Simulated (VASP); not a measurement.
# Zr2HS4 in VASP: further runs, part 2 of 2

VASP 6.6.1. Earlier steps stand in the parts before.

**4. Single point, PBE+D3(BJ)**

Contents of INCAR:

```
SYSTEM = Zr2HS4
PREC     = Accurate       ! precision mode
ENCUT    = 400            ! plane-wave cutoff, eV
EDIFF    = 1E-6           ! SCF threshold, eV
ISMEAR   = 0              ! smearing method
SIGMA    = 0.05           ! smearing width, eV
LREAL    = .FALSE.        ! projectors in reciprocal space
LASPH    = .TRUE.         ! aspherical terms in the spheres
NELM     = 120            ! most SCF steps
ALGO     = Normal         ! electronic algorithm
ISIF     = 2              ! what is computed and relaxed
LWAVE    = .FALSE.        ! write WAVECAR
LCHARG   = .TRUE.         ! write CHGCAR
LDIPOL   = .TRUE.       
IDIPOL   = 3            
DIPOL    = 0.5 0.5 0.289
GGA      = PE             ! functional
IVDW     = 12             ! dispersion correction
LELF     = .TRUE.         ! ELF
LVHAR    = .TRUE.       
LVACPOTAV= .TRUE.       
NBANDS   = 62             ! bands
GGA_COMPAT= .FALSE.      
NELMDL   = -8
```

Contents of KPOINTS:

```
regular mesh
0
G
  6 6 1
  0 0 0
```

Contents of POSCAR:

```
Zr2HS4
1.0
    7.2976778227      0.0000000000      0.0000000000
   -3.6488389114      6.3199743831      0.0000000000
    0.0000000000      0.0000000000     20.9171506047
S Zr H
8 4 2
Direct
    0.3333333333      0.1666666667      0.1912306354
    0.3333333333      0.6666666667      0.1912306354
    0.8333333333      0.1666666667      0.1912306354
    0.8333333333      0.6666666667      0.1912306354
    0.1666666667      0.3333333333      0.3306927762
    0.1666666667      0.8333333333      0.3306927762
    0.6666666667      0.3333333333      0.3306927762
    0.6666666667      0.8333333333      0.3306927762
    0.0000000000      0.0000000000      0.2609617058
    0.0000000000      0.5000000000      0.2609617058
    0.5000000000      0.0000000000      0.2609617058
    0.5000000000      0.5000000000      0.2609617058
    0.3803136712      0.7606273424      0.4549926892
    0.4530196621      0.9060393242      0.4549926892
```

Potentials or basis: VASP PAW PBE potentials, release 64 (S, Zr_sv, H).

Started as:

```sh
$ cat potpaw_PBE.64/S/POTCAR potpaw_PBE.64/Zr_sv/POTCAR potpaw_PBE.64/H/POTCAR > POTCAR
$ mpirun -np 1 vasp_std > vasp.out
```

OUTCAR:

```text
SYSTEM = Zr2HS4
   PREC = Accurate
   ENCUT = 400
   EDIFF = 1E-6
   ISMEAR = 0
   LREAL = .FALSE.
   LASPH = .TRUE.
   NELM = 120
   ISIF = 2
   GGA = PE
   IVDW = 12
   NELMDL = -8
 IVDW          = 12

 ion  position               nearest neighbor table
   1  0.333  0.167  0.191-   9 2.56  12 2.56  11 2.56
   2  0.333  0.667  0.191-  10 2.56  11 2.56  12 2.56
   3  0.833  0.167  0.191-  11 2.56  10 2.56   9 2.56
   4  0.833  0.667  0.191-  12 2.56   9 2.56  10 2.56
   5  0.167  0.333  0.331-  12 2.56   9 2.56  10 2.56
   6  0.167  0.833  0.331-  11 2.56  10 2.56   9 2.56
   7  0.667  0.333  0.331-  10 2.56  11 2.56  12 2.56
   8  0.667  0.833  0.331-   9 2.56  12 2.56  11 2.56
   9  0.000  0.000  0.261-   1 2.56   8 2.56   5 2.56   4 2.56   6 2.56   3 2.56  12 3.65  12 3.65
                            11 3.65  11 3.65  10 3.65  10 3.65
  10  0.000  0.500  0.261-   2 2.56   7 2.56   6 2.56   3 2.56   4 2.56   5 2.56  11 3.65  11 3.65
                            12 3.65  12 3.65   9 3.65   9 3.65
  11  0.500  0.000  0.261-   3 2.56   6 2.56   2 2.56   7 2.56   1 2.56   8 2.56  10 3.65  10 3.65
                             9 3.65   9 3.65  12 3.65  12 3.65
[... 1053 lines left out ...]
  --------------------------------------------------------------------------------------
  -------------------------------------------------------------------------------------
  Total      -0.25272    -3.53014    -0.02751     0.00000    -0.02658     0.00000
  in kB      -0.41971    -5.86273    -0.04568     0.00000    -0.04413     0.00000
  external pressure =       -2.11 kB  Pullay stress =        0.00 kB

 VOLUME and BASIS-vectors are now :
 -----------------------------------------------------------------------------
  energy-cutoff  :      400.00
  volume of cell :      964.72
      direct lattice vectors                 reciprocal lattice vectors
     7.297677823  0.000000000  0.000000000     0.137029891  0.079114245  0.000000000
    -3.648838911  6.319974383  0.000000000     0.000000000  0.158228489  0.000000000
     0.000000000  0.000000000 20.917150605     0.000000000  0.000000000  0.047807659

 POSITION                                       TOTAL-FORCE (eV/Angst)
 -----------------------------------------------------------------------------------
      1.82442      1.05333      4.00000         0.002247      0.006006     -0.013508
     -0.00000      4.21332      4.00000         0.000000     -0.002825     -0.002057
      5.47326      1.05333      4.00000        -0.002247      0.006006     -0.013508
      3.64884      4.21332      4.00000         0.000000     -0.008991     -0.010996
      0.00000      2.10666      6.91715        -0.000000      0.006571      0.034710
     -1.82442      5.26665      6.91715        -0.027748      0.003216     -0.049653
      3.64884      2.10666      6.91715         0.000000     -0.006456      0.034916
      1.82442      5.26665      6.91715         0.027748      0.003216     -0.049653
      0.00000      0.00000      5.45858         0.000000     -0.025354      0.008977
     -1.82442      3.15999      5.45858         0.001253      0.027190     -0.003851
      3.64884      0.00000      5.45858         0.000000     -0.026940      0.004048
      1.82442      3.15999      5.45858        -0.001253      0.027190     -0.003851
     -0.00000      4.80715      9.51715        -0.000000      3.354470      0.030542
     -0.00000      5.72615      9.51715         0.000000     -3.363299      0.033885
 -----------------------------------------------------------------------------------
    total drift:                                0.000000      0.000006      0.000675

  FREE ENERGIE OF THE ION-ELECTRON SYSTEM (eV)
  ---------------------------------------------------
  free  energy   TOTEN  =       -95.1481296965 eV

  energy  without entropy=      -95.1481296965  energy(sigma->0) =      -95.14812970

 vacuum level on the upper side and lower side of the slab         3.105         3.134
```

stdout:

```text
POSCAR found type information on POSCAR S ZrH
 POSCAR found :  3 types and      14 ions
 scaLAPACK will be used
 LDA part: xc-table for (Slater+PW92), standard interpolation
 POSCAR, INCAR and KPOINTS ok, starting setup
 FFT: planning ... GRIDC
 FFT: planning ... GRID_SOFT
 FFT: planning ... GRID
 WAVECAR not read
 entering main loop
 -----------------------------------------------------------------------------
|                                                                             |
|           W    W    AA    RRRRR   N    N  II  N    N   GGGG   !!!           |
|           W    W   A  A   R    R  NN   N  II  NN   N  G    G  !!!           |
|           W    W  A    A  R    R  N N  N  II  N N  N  G       !!!           |
|           W WW W  AAAAAA  RRRRR   N  N N  II  N  N N  G  GGG   !            |
|           WW  WW  A    A  R   R   N   NN  II  N   NN  G    G                |
|           W    W  A    A  R    R  N    N  II  N    N   GGGG   !!!           |
|                                                                             |
|     Did not find any points to average over, which means that no vacuum     |
|     field-free region was found. Please increase the size of  your cell     |
|     in the dimension of the dipole correction to obtain accurate            |
|     workfunction values.                                                    |
|                                                                             |
 -----------------------------------------------------------------------------
```

It took 17 min on 1 thread of Intel Xeon Platinum 8488C (Sapphire Rapids), shared host; peak memory 0.91 GiB.

Results:

```yaml
Free_energy: -95.1481 eV
Largest_force: 3.363 eV/Å
Band_gap_on_the_k_mesh: 1.10 eV
Dispersion_energy_per_atom: -0.218 eV
```

Forces in eV/Å, atoms in the order of the input:
```
S    0.002  0.006 -0.014
S    0.000 -0.003 -0.002
S   -0.002  0.006 -0.014
S    0.000 -0.009 -0.011
S    0.000  0.007  0.035
S   -0.028  0.003 -0.050
S    0.000 -0.006  0.035
S    0.028  0.003 -0.050
Zr   0.000 -0.025  0.009
Zr   0.001  0.027 -0.004
Zr   0.000 -0.027  0.004
Zr  -0.001  0.027 -0.004
H    0.000  3.354  0.031
H    0.000 -3.363  0.034
```

Levels at points of the mesh, in eV from the valence-band top:
```
           k point  band 47  band 48  band 49  band 50  band 51  band 52
(0.00, 0.00, 0.00)    -0.83     0.00     0.00     1.10     1.10     1.11
(0.50, 0.00, 0.00)    -0.85    -0.50    -0.48     1.48     1.49     2.28
(0.00, 0.50, 0.00)    -0.85    -0.50    -0.46     1.48     1.49     2.27
```

**5. Single point, PBE+D3(BJ)**

Contents of INCAR:

```
  ALGO = Normal
  DIPOL = 0.5 0.5 0.276
  EDIFF = 1E-6
  ENCUT = 400
  GGA = PE
  GGA_COMPAT = F
  IDIPOL = 3
  ISIF = 2
  ISMEAR = 0
  IVDW = 12
  LASPH = T
  LCHARG = F
  LDIPOL = T
  LREAL = F
  LWAVE = F
  NBANDS = 62
  NELM = 120
  NELMDL = -8
  PREC = Accurate
  SIGMA = 0.05
```

Contents of KPOINTS:

```
k-points
0
Gamma
  6 6 1
```

Edit POSCAR of step 4 so:

```diff
@@ -20,3 +20,3 @@
     0.5000000000      0.5000000000      0.2609617058
-    0.3803136712      0.7606273424      0.4549926892
-    0.4530196621      0.9060393242      0.4549926892
+    0.3699497052      0.7398994103      0.3675046736
+    0.4633836282      0.9267672564      0.3675046736
```

Started as:

```sh
$ cat potpaw_PBE.64/S/POTCAR potpaw_PBE.64/Zr_sv/POTCAR potpaw_PBE.64/H/POTCAR > POTCAR
$ mpirun -np 1 vasp_std > vasp.out
```

It took 25 min on 1 thread of Intel Xeon Platinum 8375C at 2.90GHz (Ice Lake), shared host; peak memory 0.89 GiB.

The run converged. Its results:

```
Free energy                : -92.0366 eV
Largest force              : 3.010 eV/Å
Band gap on the k mesh     : 0.36 eV (least direct gap 0.64 eV)
Dispersion energy per atom : -0.226 eV
```

Forces on the atoms (eV/Å):
```
S    0.107 -0.170  0.113
S    0.000 -0.005 -0.032
S   -0.107 -0.170  0.113
S    0.000 -0.089 -0.176
S    0.000  0.190  0.409
S   -1.800 -0.501 -0.438
S    0.000  0.005  0.231
S    1.800 -0.501 -0.438
Zr   0.000 -0.041 -0.353
Zr  -0.179  0.363 -0.219
Zr   0.000  0.357 -0.723
Zr   0.179  0.363 -0.219
H    0.000  2.904  0.793
H    0.000 -2.703  0.938
```

Levels at points of the mesh, in eV from the valence-band top:
```
           k point  band 46  band 47  band 48  band 49  band 50  band 51  band 52  band 53
(0.00, 0.00, 0.00)    -1.67    -0.81    -0.79    -0.33     0.36     0.38     0.67     1.01
(0.50, 0.00, 0.00)    -1.59    -1.31    -1.27    -0.10     0.68     0.82     1.31     1.62
(0.00, 0.50, 0.00)    -1.54    -1.44    -1.24    -0.13     0.68     0.82     1.39     1.59
```

Caveat: semilocal functionals underestimate gaps, and a narrow one can read as zero.

**6. Single point, PBE+D3(BJ)**

Contents of INCAR:

```
  PREC = Accurate
  ENCUT = 400
  EDIFF = 1E-6
  ISMEAR = 0
  SIGMA = 0.05
  LREAL = False
  LASPH = True
  NELM = 120
  ALGO = Normal
  ISIF = 2
  LWAVE = False
  LCHARG = False
  LDIPOL = True
  IDIPOL = 3
  DIPOL = 0.5 0.5 0.289
  GGA = PE
  IVDW = 12
  NBANDS = 62
  GGA_COMPAT = False
  NELMDL = -8
```

Contents of KPOINTS:

```
regular mesh
0
Gamma
  6 6 1
```

Edit POSCAR of step 5 so:

```diff
@@ -20,3 +20,3 @@
     0.5000000000      0.5000000000      0.2609617058
-    0.3699497052      0.7398994103      0.3675046736
-    0.4633836282      0.9267672564      0.3675046736
+    0.3869988249      0.7739976498      0.4549926892
+    0.4463345084      0.8926690169      0.4549926892
```

Potentials or basis: VASP PAW PBE potentials, release 64 (S, Zr_sv, H).

Started as:

```sh
$ cat potpaw_PBE.64/S/POTCAR potpaw_PBE.64/Zr_sv/POTCAR potpaw_PBE.64/H/POTCAR > POTCAR
$ mpirun -np 1 vasp_std > vasp.out
```

Run time: 24 min. Hardware: 1 thread of Intel Xeon Platinum 8488C (Sapphire Rapids), shared host; peak memory 0.9 GiB.

The run converged. Its results:

| Quantity | Value |
| --- | --- |
| Free energy | -95.4612 eV |
| Largest force | 0.055 eV/Å |
| Band gap on the k mesh | 1.10 eV |
| Dispersion energy per atom | -0.216 eV |

Forces on the atoms (eV/Å):
```
S    0.002  0.005 -0.013
S    0.000 -0.002 -0.004
S   -0.002  0.005 -0.013
S    0.000 -0.007 -0.011
S    0.000  0.004  0.028
S   -0.028  0.003 -0.047
S    0.000 -0.004  0.028
S    0.028  0.003 -0.047
Zr   0.000 -0.020  0.006
Zr   0.000  0.021 -0.004
Zr   0.000 -0.021  0.002
Zr   0.000  0.021 -0.004
H    0.000 -0.032  0.038
H    0.000  0.025  0.041
```

Levels at points of the mesh, in eV from the valence-band top:
```tsv
k point	band 46	band 47	band 48	band 49	band 50	band 51	band 52	band 53
(0.00, 0.00, 0.00)	-0.92	-0.85	0.00	0.00	1.10	1.10	1.11	1.69
(0.50, 0.00, 0.00)	-0.85	-0.85	-0.50	-0.49	1.48	1.49	2.28	2.28
(0.00, 0.50, 0.00)	-0.85	-0.85	-0.50	-0.47	1.48	1.49	2.27	2.28
```

**7. Summary**

```csv
cell,gap on the mesh (eV),largest force (eV/Å)
"as given, atomic positions A",1.09,3.36
"as given, atomic positions B",1.10,0.04
"as given, atomic positions C",1.10,3.36
"as given, atomic positions D",0.36,3.01
"as given, atomic positions E",1.10,0.06
```

Alike in all rows: task single point; level PBE+D3(BJ); potentials or basis VASP PAW PBE potentials, release 64 (S, Zr_sv, H); no spin polarisation; k mesh 6 × 6 × 1; cutoff (eV) 400; smearing gaussian 0.05 eV.

Caveats: semilocal functionals underestimate gaps, and a narrow one can read as zero (at least some runs).

Absolute energies hang on the potentials; compare differences alone.
